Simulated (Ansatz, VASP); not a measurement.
W: VASP beside Ansatz

File INCAR:

```
  PREC = Accurate
  ENCUT = 600
  EDIFF = 1E-7
  ISMEAR = 0
  SIGMA = 0.1
  LREAL = False
  LASPH = True
  NELM = 60
  ALGO = Fast
  ISIF = 3
  LWAVE = False
  LCHARG = False
  GGA = PE
  IBRION = 2
  NSW = 100
  EDIFFG = -0.005
```

File KPOINTS:

```
Automatic mesh
0
Gamma
  18 18 8
```

Contents of POSCAR:

```
W
1.0
    2.7765402250      0.0000000000      0.0000000000
   -1.3882701125      2.4045543695      0.0000000000
    0.0000000000      0.0000000000      4.9524127090
W
2
Direct
    0.0000000000      0.0000000000      0.0000000000
    0.3333333333      0.6666666667      0.5000000000
```

Input for Ansatz:

```yaml
crystal:
  lattice:
    - [2.776540225, 0.0, 0.0]
    - [-1.3882701125, 2.4045543695, 0.0]
    - [0.0, 0.0, 4.952412709]
  atoms:
    - { symbol: W, position: [0.0, 0.0, 0.0] }
    - { symbol: W, position: [0.3333333333, 0.6666666667, 0.5] }
basis:
  ecutwfc: 420
kpoints:
  mp_grid: { grid: [18, 18, 8] }
hamiltonian:
  xc: pbe
scf:
  occupations: { method: gaussian, width: 0.1 }
output:
  forces: true
  stress: true
  eigenvalues: true
  write_density: true
  write_potential: true
  elf: true
  volumetric_format: npy
relax:
  adjacent_minimum: "off"
  f_tol: 0.005
  max_steps: 80
  cell: { stress_tol: 0.05 }
```

Alike in both runs: task relaxation of cell and atoms; functional PBE; k mesh 18 × 18 × 8; occupations gaussian, width 0.1 eV; no spin polarisation.

|  | VASP | Ansatz |
| --- | --- | --- |
| version | VASP 6.6.1 | Ansatz 0.2.0 |
| potentials or method | VASP PAW PBE potentials, release 64 (W_sv), cutoff 600 eV | scalar-relativistic, plane waves, PAW |
| valence electrons in the cell | 28 | 28 |

```csv
,VASP,Ansatz,Ansatz less VASP
"gap on the k mesh at the Fermi level, each at its own relaxed structure (eV)",none,none,-
relaxed volume (Å³/atom),16.56,16.53,-0.033
relaxed length of the cell vector where the two differ most in proportion (Å),2.778,2.777,-0.0019
```

A gap of «none» marks a metal or a gap that the smearing closes.

Spin-orbit coupling is off throughout.
